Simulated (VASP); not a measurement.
# Si (I4/mmm) in VASP: further runs

Si is run at these levels: LDA; tasks: single point.

Everything below comes from runs of VASP 6.6.1. Logs are shortened: lines on timing, memory, paths and dates and some standing lists are left out, and cuts for length are marked.

### Step 1. The cell of the first run

It takes space group I4/mmm (No. 139, tetragonal). The conventional cell has a = 3.187 Å, b = 3.187 Å, c = 2.587 Å, α = 90.00°, β = 90.00°, γ = 90.00°. Within 3.4 Å of Si (site symmetry 4/mmm) lie 14 Si at 2.59 to 3.19 Å.

### Step 2. Single point, LDA

The input, INCAR:

```
SYSTEM = Si
PREC     = Accurate       ! precision mode
ENCUT    = 520            ! plane-wave cutoff, eV
EDIFF    = 1E-6           ! SCF threshold, eV
ISMEAR   = -1             ! smearing method
SIGMA    = 0.2            ! smearing width, eV
LREAL    = .FALSE.        ! projectors in reciprocal space
LASPH    = .TRUE.         ! aspherical terms in the spheres
NELM     = 60             ! most SCF steps
ALGO     = Normal         ! electronic algorithm
ISIF     = 2              ! what is computed and relaxed
LWAVE    = .FALSE.        ! write WAVECAR
LCHARG   = .TRUE.         ! write CHGCAR
LELF     = .TRUE.         ! ELF
LVHAR    = .TRUE.       
NBANDS   = 8              ! bands
```

The input, KPOINTS:

```
regular mesh
0
G
  14 14 14
  0 0 0
```

The input, POSCAR:

```
Si
1.0
   -1.5937033341      1.5937033341      1.2933769269
    1.5937033341     -1.5937033341      1.2933769269
    1.5937033341      1.5937033341     -1.2933769269
Si
1
Direct
    0.0000000000      0.0000000000      0.0000000000
```

Potentials or basis: VASP PAW LDA potentials, release 64 (Si).

Command:

```
> cat potpaw_LDA.64/Si/POTCAR > POTCAR
> mpirun -np 1 vasp_std > vasp.out
```

OUTCAR:

```text
SYSTEM = Si
   PREC = Accurate
   ENCUT = 520
   EDIFF = 1E-6
   ISMEAR = -1
   LREAL = .FALSE.
   LASPH = .TRUE.
   NELM = 60
   ISIF = 2

 ion  position               nearest neighbor table
   1  0.000  0.000  0.000-

  LATTYP: Found a body centered tetragonal cell.
 ALAT       =     3.1874066682
 C/A-ratio  =     0.8115543836

  Lattice vectors:

 A1 = (  -1.5937033341,   1.5937033341,   1.2933769269)
 A2 = (   1.5937033341,  -1.5937033341,   1.2933769269)
 A3 = (   1.5937033341,   1.5937033341,  -1.2933769269)

Analysis of symmetry for initial positions (statically):
=====================================================================
 Subroutine PRICEL returns:
 Original cell was already a primitive cell.

 Routine SETGRP: Setting up the symmetry group for a
 body centered tetragonal supercell.

 Subroutine GETGRP returns: Found 16 space group operations
 (whereof 16 operations were pure point group operations)
 out of a pool of 16 trial point group operations.

The static configuration has the point symmetry D_4h.

Analysis of symmetry for dynamics (positions and initial velocities):
=====================================================================
 Subroutine PRICEL returns:
 Original cell was already a primitive cell.

 Routine SETGRP: Setting up the symmetry group for a
 body centered tetragonal supercell.

 Subroutine GETGRP returns: Found 16 space group operations
 (whereof 16 operations were pure point group operations)
 out of a pool of 16 trial point group operations.

The dynamic configuration has the point symmetry D_4h.

 Subroutine INISYM returns: Found 16 space group operations
 (whereof 16 operations are pure point group operations),
 and found     1 'primitive' translations

----------------------------------------------------------------------------------------

                                     Primitive cell

  volume of cell :      13.1401

  direct lattice vectors                    reciprocal lattice vectors
    -1.593703334  1.593703334  1.293376927     0.000000000  0.313734677  0.386584908
     1.593703334 -1.593703334  1.293376927     0.313734677  0.000000000  0.386584908
     1.593703334  1.593703334 -1.293376927     0.313734677  0.313734677  0.000000000

  length of vectors
     2.598577401  2.598577401  2.598577401     0.497872813  0.497872813  0.443687835

  position of ions in fractional coordinates (direct lattice)
     0.000000000  0.000000000  0.000000000

  ion indices of the primitive-cell ions
   primitive index   ion index
                 1           1

----------------------------------------------------------------------------------------

 KPOINTS: regular mesh

Automatic generation of k-mesh.
 Grid dimensions read from file:
 generate k-points for:   14   14   14

 Generating k-lattice:

  Cartesian coordinates                     Fractional coordinates (reciprocal lattice)
     0.000000000  0.022409620  0.027613208     0.071428571 -0.000000000  0.000000000
     0.022409620  0.000000000  0.027613208    -0.000000000  0.071428571  0.000000000
     0.022409620  0.022409620  0.000000000     0.000000000  0.000000000  0.071428571

  Length of vectors
     0.035562344  0.035562344  0.031691988

  Shift w.r.t. Gamma in fractional coordinates (k-lattice)
     0.000000000  0.000000000  0.000000000

 Subroutine IBZKPT returns following result:
 ===========================================

 Found    244 irreducible k-points:

 Following reciprocal coordinates:
            Coordinates               Weight
  0.000000  0.000000  0.000000      1.000000
  0.071429  0.000000  0.000000      8.000000
  0.142857 -0.000000  0.000000      8.000000
  0.214286  0.000000 -0.000000      8.000000
  0.285714  0.000000  0.000000      8.000000
  0.357143  0.000000  0.000000      8.000000
[... 16 lines left out ...]
  0.214286  0.142857  0.000000     16.000000
  0.285714  0.142857  0.000000     16.000000
 [... further k-points ...]
   k-points           NKPTS =    244   k-points in BZ     NKDIM =    244   number of bands    NBANDS=      8
   number of dos      NEDOS =    301   number of ions     NIONS =      1
   total plane-waves  NPLWV =   8000
   dimension x,y,z NGX =    20 NGY =   20 NGZ =   20
   dimension x,y,z NGXF=    40 NGYF=   40 NGZF=   40
   ions per type =               1
   NGX,Y,Z   is equivalent  to a cutoff of  12.80, 12.80, 12.80 a.u.
   NGXF,Y,Z  is equivalent  to a cutoff of  25.59, 25.59, 25.59 a.u.
 SYSTEM =  Si
   PREC   = accura    normal or accurate (medium, high low for compatibility)
   ISTART =      0    job   : 0-new  1-cont  2-samecut
   ICHARG =      2    charge: 1-file 2-atom 10-const
   ISPIN  =      1    spin polarized calculation?
   LNONCOLLINEAR =      F non collinear calculations
   LSORBIT =      F    spin-orbit coupling
   LASPH  =      T    aspherical Exc in radial PAW
   ENCUT  =  520.0 eV  38.22 Ry    6.18 a.u.   4.83  4.83  4.83*2*pi/ulx,y,z
   NELM   =     60;   NELMIN=  2; NELMDL= -5     # of ELM steps
   EDIFF  = 0.1E-05   stopping-criterion for ELM
   LREAL  =      F    real-space projection
   EDIFFG = 0.1E-04   stopping-criterion for IOM
   NSW    =      0    number of steps for IOM
   IBRION =     -1    ionic relax: 0-MD 1-quasi-New 2-CG
   NFREE  =      0    steps in history (QN), initial steepest desc. (CG)
   ISIF   =      2    stress and relaxation
   ISYM   =      2    0-nonsym 1-usesym 2-fastsym
   POTIM  = 0.5000    time-step for ionic-motion
   TEBEG  =    0.0;   TEEND  =   0.0 temperature during run
   PSTRESS=    0.0 pullay stress
   NELECT =       4.0000    total number of electrons
   NUPDOWN=      -1.0000    fix difference up-down
   EMIN   =  10.00;   EMAX   =-10.00  energy-range for DOS
   EFERMI =   0.00;   METHOD = LEGACY
   ISMEAR =    -1;   SIGMA  =   0.20  broadening in eV -4-tet -1-fermi 0-gaus
   EFERMI_NEDOS =   21; number of points for ismear=-14 and -15
   IALGO  =     38    algorithm
   IMIX   =      4    mixing-type and parameters
     AMIX     =   0.40;   BMIX     =  1.00
     AMIX_MAG =   1.60;   BMIX_MAG =  1.00
  volume/ion in A,a.u.               =      13.14        88.67
  Fermi-wavevector in a.u.,A,eV,Ry     =   1.101273  2.081103 16.501162  1.212801
  Thomas-Fermi vector in A             =   2.237697
   LORBIT       =      0    0 simple, 1 ext, 2 COOP (PROOUT), +10 PAW based schemes
   GGA     = CA    functional components
   LHFCALC =     F    Hartree Fock is set to
   AEXX    =    0.0000 exact exchange contribution
   IVDW    =     0    specifies the selected vdW correction
   LEPSILON=     F    determine dielectric tensor
   LRPA    =     F    only Hartree local field effects (RPA)
 non-spin polarized calculation
  energy-cutoff  :      520.00
  volume of cell :       13.14
 maximum number of plane-waves:       366
   NGX =  9   NGY =  9   NGZ =  9

 number of electron       4.0000000 magnetization

 Free energy of the ion-electron system (eV)
  ---------------------------------------------------
  ext. energy  EPLUGINS =         0.00000000
  ---------------------------------------------------
  free energy    TOTEN  =        -5.57221013 eV

  energy without entropy =       -5.52089374  energy(sigma->0) =       -5.54655193

 E-fermi :  11.4369     XC(G=0): -11.6469

 val. band max:       11.4279263757   @ k =  -0.1429  -0.2857   0.0714
 cond. band min:      11.4490957414   @ k =  -0.2143   0.4286   0.2143
 fundamental gap:      0.0211693656
 Fermi energy:        11.4369410740

 k-point     1 :       0.0000    0.0000    0.0000
  band No.  band energies     occupation
      1      -3.8702      2.00000
      2      21.1241      0.00000
      3      22.0916      0.00000
      4      22.0916      0.00000
      5      24.6863      0.00000
      6      26.1083      0.00000
      7      26.9936      0.00000
      8      26.9936      0.00000

 k-point     2 :       0.0714    0.0000    0.0000
  band No.  band energies     occupation
      1      -3.6869      2.00000
      2      19.9457      0.00000
      3      21.5411      0.00000
      4      23.3432      0.00000
      5      23.5416      0.00000
      6      26.1996      0.00000
      7      26.2424      0.00000
      8      26.9978      0.00000

 k-point     3 :       0.1429   -0.0000    0.0000
  band No.  band energies     occupation
      1      -3.1380      2.00000
      2      18.6639      0.00000
      3      20.4755      0.00000
      4      20.5809      0.00000
      5      23.2824      0.00000
      6      25.6869      0.00000
      7      26.6126      0.00000
      8      28.2436      0.00000

 k-point     4 :       0.2143    0.0000   -0.0000
  band No.  band energies     occupation
      1      -2.2266      2.00000
      2      17.0303      0.00000
      3      17.6699      0.00000
      4      19.6950      0.00000
      5      21.6866      0.00000
      6      24.4057      0.00000
      7      28.9388      0.00000
      8      29.3343      0.00000

 k-point     5 :       0.2857    0.0000    0.0000
  band No.  band energies     occupation
      1      -0.9580      2.00000
      2      13.6420      0.00003
      3      16.9839      0.00000
      4      19.0284      0.00000
      5      20.1591      0.00000
      6      23.1229      0.00000
      7      29.4245      0.00000
      8      31.7200      0.00000
[... 177 lines left out ...]
 k-point    22 :       0.1429    0.1429    0.0000
  band No.  band energies     occupation
      1      -1.5310      2.00000
      2      16.2620      0.00000
      3      17.1563      0.00000
      4      17.3960      0.00000
      5      23.0667      0.00000
      6      24.3765      0.00000
      7      26.6145      0.00000
      8      27.2283      0.00000

 k-point    23 :       0.2143    0.1429    0.0000
  band No.  band energies     occupation
      1      -0.1924      2.00000
      2      13.2981      0.00018
      3      15.2746      0.00000
      4      16.8392      0.00000
      5      22.5199      0.00000
      6      24.2840      0.00000
      7      26.5586      0.00000
      8      29.0858      0.00000

 k-point    24 :       0.2857    0.1429    0.0000
  band No.  band energies     occupation
      1       1.4928      2.00000
      2      10.2401      1.99498
      3      13.9910      0.00001
      4      16.5746      0.00000
      5      21.7570      0.00000
      6      24.0730      0.00000
      7      26.9603      0.00000
      8      31.9337      0.00000

 [... further k-points ...]

------------------------ aborting loop because EDIFF is reached ----------------------------------------

  FORCE on cell =-STRESS in cart. coord.  units (eV):
  Direction    XX          YY          ZZ          XY          YZ          ZX
  --------------------------------------------------------------------------------------
  -------------------------------------------------------------------------------------
  Total        0.5884348      0.5884348      0.5290484      0.0000000      0.0000000      0.0000000
  in kB       71.7478408     71.7478408     64.5068665      0.0000000      0.0000000      0.0000000
  external PRESSURE =      69.3341827 kB  Pullay stress =       0.0000000 kB

 VOLUME and BASIS-vectors are now :
 -----------------------------------------------------------------------------
  energy-cutoff  :      520.00
  volume of cell :       13.14
      direct lattice vectors                 reciprocal lattice vectors
    -1.593703334  1.593703334  1.293376927     0.000000000  0.313734677  0.386584908
     1.593703334 -1.593703334  1.293376927     0.313734677  0.000000000  0.386584908
     1.593703334  1.593703334 -1.293376927     0.313734677  0.313734677  0.000000000

 POSITION                                       TOTAL-FORCE (eV/Angst)
 -----------------------------------------------------------------------------------
      0.00000      0.00000      0.00000         0.000000      0.000000      0.000000
 -----------------------------------------------------------------------------------
    total drift:                                0.000000      0.000000     -0.000000

  FREE ENERGIE OF THE ION-ELECTRON SYSTEM (eV)
  ---------------------------------------------------
  free  energy   TOTEN  =        -5.5722101270 eV

  energy  without entropy=       -5.5208937362  energy(sigma->0) =       -5.54655193
```

It took 25 s on 1 thread of Intel Xeon 8259CL, shared host; peak memory 0.13 GiB.

What came out:

| Item | Value |
| --- | --- |
| Free energy | -5.5722 eV |
| Pressure | 6.9 GPa |
| Band gap on the k mesh | zero (band 2 reaches 21.56 eV, above the bottom of band 3 at 7.94 eV) |

Stress tensor (GPa, compression positive):
```
7.17 0.00 0.00
0.00 7.17 0.00
0.00 0.00 6.45
```

Levels at points of the mesh, in eV from the Fermi level:
```tsv
k point	band 1	band 2	band 3	band 4	band 5	band 6	band 7
(0.00, 0.00, 0.00)	-15.31	9.69	10.65	10.65	13.25	14.67	15.56
(0.50, 0.00, 0.00)	-6.81	-6.21	5.05	6.29	6.86	9.71	19.30
(0.50, 0.50, 0.00)	-8.77	-7.82	9.52	11.66	12.10	12.34	17.69
(0.50, 0.50, 0.50)	-2.54	-2.54	-1.31	0.93	4.36	6.84	25.98
```

[end of part 1 of 3]
